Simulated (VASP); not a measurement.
# AlN (P6_3mc) in VASP: further runs

AlN is run at these levels: PBE, r2SCAN; tasks: G0W0 quasiparticle levels, dielectric tensor.

Everything below comes from runs of VASP 6.6.1. Logs are shortened: lines on timing, memory, paths and dates and some standing lists are left out, and cuts for length are marked.

### Step 1. The cell of the first run

It takes space group P6_3mc (No. 186, hexagonal). Conventional cell: a = 3.013 Å, b = 3.013 Å, c = 4.829 Å, α = 90.00°, β = 90.00°, γ = 120.00°. Al (site symmetry 3m) has 4 N at 1.83 to 1.85 Å within 2.4 Å. N (site symmetry 3m) has 4 Al at 1.83 to 1.85 Å within 2.4 Å.

### Step 2. G0W0 quasiparticle levels, PBE

File POSCAR:

```
AlN
1.0
    3.0134929474      0.0000000000      0.0000000000
   -1.5067464737      2.6097614465      0.0000000000
    0.0000000000      0.0000000000      4.8292338054
Al N
2 2
Direct
    0.3333333333      0.6666666667     -0.0035651602
    0.6666666667      0.3333333333      0.4964348398
    0.3333333333      0.6666666667      0.3785651602
    0.6666666667      0.3333333333      0.8785651602
```

File INCAR.step1:

```
PREC = Accurate ; ENCUT = 500
EDIFF = 1E-8 ; ISMEAR = 0
SIGMA = 0.01 ; LREAL = False
LASPH = True ; NELM = 100
ALGO = Normal ; LWAVE = True
LCHARG = False ; GGA = PE
```

File INCAR.step2:

```
PREC = Accurate ; ENCUT = 500
EDIFF = 1E-8 ; ISMEAR = 0
SIGMA = 0.01 ; LREAL = False
LASPH = True ; NELM = 1
ALGO = Exact ; LWAVE = True
LCHARG = False ; GGA = PE
NBANDS = 166 ; LOPTICS = True
ISTART = 1
```

File INCAR.step3:

```
PREC = Accurate ; ENCUT = 500
EDIFF = 1E-8 ; ISMEAR = 0
SIGMA = 0.01 ; LREAL = False
LASPH = True ; ALGO = EVGW0
LWAVE = False ; LCHARG = False
GGA = PE ; NELMGW = 1
NBANDS = 166 ; ENCUTGW = 150.0
NOMEGA = 96 ; PRECFOCK = Fast
ISTART = 1 ; NBANDSGW = 16
OMEGAMAX = 20
```

File KPOINTS:

```
regular mesh
0
Gamma
  6 6 4
```

Potentials or basis: VASP PAW PBE potentials, release 64 (Al_GW, N_GW).

Started as:

```sh
> cat potpaw_PBE.64/Al_GW/POTCAR potpaw_PBE.64/N_GW/POTCAR > POTCAR
> cp INCAR.step1 INCAR
> mpirun -np 1 vasp_std > vasp.out
> cp INCAR.step2 INCAR
> mpirun -np 1 vasp_std > vasp.out
> cp INCAR.step3 INCAR
> mpirun -np 1 vasp_std > vasp.out
```

OUTCAR:

```text
PREC = Accurate
   ENCUT = 500
   EDIFF = 1E-8
   ISMEAR = 0
   LREAL = False
   LASPH = True
   GGA = PE
   NELMGW = 1
   ENCUTGW = 150.0
   PRECFOCK = Fast
   ISTART = 1

 ion  position               nearest neighbor table
   1  0.333  0.667  0.996-   4 1.83   4 1.83   4 1.83   3 1.85
   2  0.667  0.333  0.496-   3 1.83   3 1.83   3 1.83   4 1.85
   3  0.333  0.667  0.379-   2 1.83   2 1.83   2 1.83   1 1.85
   4  0.667  0.333  0.879-   1 1.83   1 1.83   1 1.83   2 1.85

  LATTYP: Found a hexagonal cell.
 ALAT       =     3.0134929474
 C/A-ratio  =     1.6025369529

  Lattice vectors:

 A1 = (   3.0134929474,   0.0000000000,   0.0000000000)
 A2 = (  -1.5067464737,   2.6097614465,   0.0000000000)
 A3 = (   0.0000000000,   0.0000000000,   4.8292338054)

Analysis of symmetry for initial positions (statically):
=====================================================================
 Subroutine PRICEL returns:
 Original cell was already a primitive cell.

 Routine SETGRP: Setting up the symmetry group for a
 hexagonal supercell.

 Subroutine GETGRP returns: Found 12 space group operations
 (whereof  6 operations were pure point group operations)
 out of a pool of 24 trial point group operations.

The static configuration has the point symmetry C_3v.
 The point group associated with its full space group is C_6v.

Analysis of symmetry for dynamics (positions and initial velocities):
=====================================================================
 Subroutine PRICEL returns:
 Original cell was already a primitive cell.

 Routine SETGRP: Setting up the symmetry group for a
 hexagonal supercell.

 Subroutine GETGRP returns: Found 12 space group operations
 (whereof  6 operations were pure point group operations)
 out of a pool of 24 trial point group operations.

The dynamic configuration has the point symmetry C_3v.
 The point group associated with its full space group is C_6v.

 Subroutine INISYM returns: Found 12 space group operations
 (whereof  6 operations are pure point group operations),
 and found     1 'primitive' translations

[... 58 lines left out ...]
  0.500000 -0.000000  0.000000      3.000000
  0.166667  0.166667  0.000000      6.000000
  0.333333  0.166667  0.000000     12.000000
[... 13 lines left out ...]
  0.333333  0.166667  0.500000     12.000000
  0.333333  0.333333  0.500000      2.000000
   k-points           NKPTS =     21   k-points in BZ     NKDIM =    144   number of bands    NBANDS=    166
   number of dos      NEDOS =    301   number of ions     NIONS =      4
   total plane-waves  NPLWV =  20736
   dimension x,y,z NGX =    24 NGY =   24 NGZ =   36
   dimension x,y,z NGXF=    48 NGYF=   48 NGZF=   72
   ions per type =               2   2
   NGX,Y,Z   is equivalent  to a cutoff of  13.24, 13.24, 12.39 a.u.
   NGXF,Y,Z  is equivalent  to a cutoff of  26.48, 26.48, 24.79 a.u.
 SYSTEM =  unknown system
   PREC   = accura    normal or accurate (medium, high low for compatibility)
   ISTART =      1    job   : 0-new  1-cont  2-samecut
   ICHARG =      0    charge: 1-file 2-atom 10-const
   ISPIN  =      1    spin polarized calculation?
   LNONCOLLINEAR =      F non collinear calculations
   LSORBIT =      F    spin-orbit coupling
   LASPH  =      T    aspherical Exc in radial PAW
   ENCUT  =  500.0 eV  36.75 Ry    6.06 a.u.   5.49  5.49  8.80*2*pi/ulx,y,z
   NELM   =     60;   NELMIN=  2; NELMDL=  0     # of ELM steps
   EDIFF  = 0.1E-07   stopping-criterion for ELM
   LREAL  =      F    real-space projection
   EDIFFG = 0.1E-06   stopping-criterion for IOM
   NSW    =      0    number of steps for IOM
   IBRION =     -1    ionic relax: 0-MD 1-quasi-New 2-CG
   NFREE  =      0    steps in history (QN), initial steepest desc. (CG)
   ISIF   =      0    stress and relaxation
   ISYM   =      3    0-nonsym 1-usesym 2-fastsym
   POTIM  = 0.5000    time-step for ionic-motion
   TEBEG  =    0.0;   TEEND  =   0.0 temperature during run
   PSTRESS=    0.0 pullay stress
   NELECT =      16.0000    total number of electrons
   NUPDOWN=      -1.0000    fix difference up-down
   EMIN   =  10.00;   EMAX   =-10.00  energy-range for DOS
   EFERMI =   0.00;   METHOD = LEGACY
   ISMEAR =     0;   SIGMA  =   0.01  broadening in eV -4-tet -1-fermi 0-gaus
   EFERMI_NEDOS =   21; number of points for ismear=-14 and -15
   IALGO  =     38    algorithm
   IMIX   =      4    mixing-type and parameters
     AMIX     =   0.40;   BMIX     =  1.00
     AMIX_MAG =   1.60;   BMIX_MAG =  1.00
  volume/ion in A,a.u.               =       9.49        64.07
  Fermi-wavevector in a.u.,A,eV,Ry     =   1.227246  2.319159 20.492192  1.506134
  Thomas-Fermi vector in A             =   2.362217
   LORBIT       =      0    0 simple, 1 ext, 2 COOP (PROOUT), +10 PAW based schemes
   GGA     = PE    functional components
   LHFCALC =     T    Hartree Fock is set to
   PRECFOCK=fast      Normal, Fast or Accurate (Low or Medium for compatibility)
   ENCUT4O =  -1.0   cutoff for four orbital integrals eV
   NKREDX  =     1    reduce k-point grid by
   NKREDY  =     1    reduce k-point grid by
   NKREDZ  =     1    reduce k-point grid by
   AEXX    =    1.0000 exact exchange contribution
   HFSCREEN=    0.0000 screening length (either q_TF or 0.3 A-1)
   HFSCREENC=   0.0000 screening length for correlation (either q_TF or 0.3 A-1)
   ENCUTFOCK=  -1.0 apply spherical cutoff to Coloumb kernel
   IVDW    =     0    specifies the selected vdW correction
   LEPSILON=     F    determine dielectric tensor
   LRPA    =     F    only Hartree local field effects (RPA)
   LRPAFORCE           =     F    calculate RPA forces
   ENCUTGW             = 150.0    cutoff for response function in eV
   ENCUTGWSOFT         = 120.0    soft cutoff for Coulomb kernel in GW response function in eV
   ENCUTLF             =  -1.0    cutoff for local field effects
   NELMGW              =     1    number of iterations in solving QP/BSE equation
   NELMHF              =     1    number of iterations in the inner HF iteration
   NKREDLFX            =     1    NKREDLFY  =   1   NKREDLFZ  =   1
 non-spin polarized calculation
 Gauss-broadening in eV      SIGMA  =   0.01
  energy-cutoff  :      500.00
  volume of cell :       37.98
 maximum number of plane-waves:       990
 NGX is ok and might be reduce to    24
  NGX = 14; NGY = 14; NGZ = 24
   NGX = 11   NGY = 11   NGZ = 17
 maximum number of plane-waves:       168
 NGX is ok and might be reduce to    14

 QP shifts <psi_nk| G(iteration)W_0 |psi_nk>: iteration 1
 for sc-GW calculations column KS-energies equals QP-energies in previous step
 and V_xc(KS)=  KS-energies - (<T + V_ion + V_H > + <T+V_H+V_ion>^1  + <V_x>^1)

 k-point   1 :       0.0000    0.0000    0.0000
  band No.  KS-energies  QP-energies   sigma(KS)   V_xc(KS)     V^pw_x(r,r')   Z            occupation Imag(sigma)

      1      -9.8044     -11.4372     -17.1033     -14.8917     -25.0613       0.7383       2.0000       1.2037
      2      -7.3528      -8.8402     -18.5246     -16.4955     -26.1503       0.7330       2.0000       0.9199
      3      -0.4611      -1.8299     -14.8024     -12.9175     -19.0094       0.7262       2.0000       0.1188
      4       5.0768       4.0394     -17.9180     -16.5950     -21.0442       0.7841       2.0000       0.0399
      5       5.0768       4.0394     -17.9180     -16.5950     -21.0442       0.7841       2.0000       0.0399
      6       5.7452       4.7968     -18.2253     -17.0220     -21.2082       0.7882       2.0000       0.0370
[... 395 lines left out ...]
      2      -6.8910      -8.3665     -18.8357     -16.8734     -26.4301       0.7519       2.0000       0.8875
      3       0.8845      -0.4593     -15.5891     -13.7941     -19.4761       0.7486       2.0000       0.0818
      4       0.8845      -0.4593     -15.5891     -13.7941     -19.4761       0.7486       2.0000       0.0818
      5       1.7583       0.3873     -15.4481     -13.6578     -18.9723       0.7658       2.0000       0.0638
      6       1.7583       0.3873     -15.4481     -13.6578     -18.9723       0.7658       2.0000       0.0638
[... 8 lines left out ...]
     15      20.3969      21.2793      -9.4411     -10.5379      -4.1464       0.8046       0.0000      -0.1350
     16      20.3969      21.2793      -9.4411     -10.5379      -4.1464       0.8046       0.0000      -0.1350
```

Run time: 8.8 min. Hardware: 1 thread of Intel Xeon 6975P-C (Granite Rapids), shared host; peak memory 0.75 GiB.

Results:

```yaml
Quasiparticle_gap: 6.51 eV
Least_direct_quasiparticle_gap: 6.78 eV
Band_gap_of_the_starting_levels_on_the_mesh: 5.06 eV
Least_direct_gap_of_the_starting_levels_on_the_mesh: 5.06 eV
```

Caveat: the k points lie up to 0.40 Å⁻¹ apart; bands, screening cutoff and mesh are small and nothing is extrapolated, so the quasiparticle values aren't converged.

(Continued in part 2 of 3.)
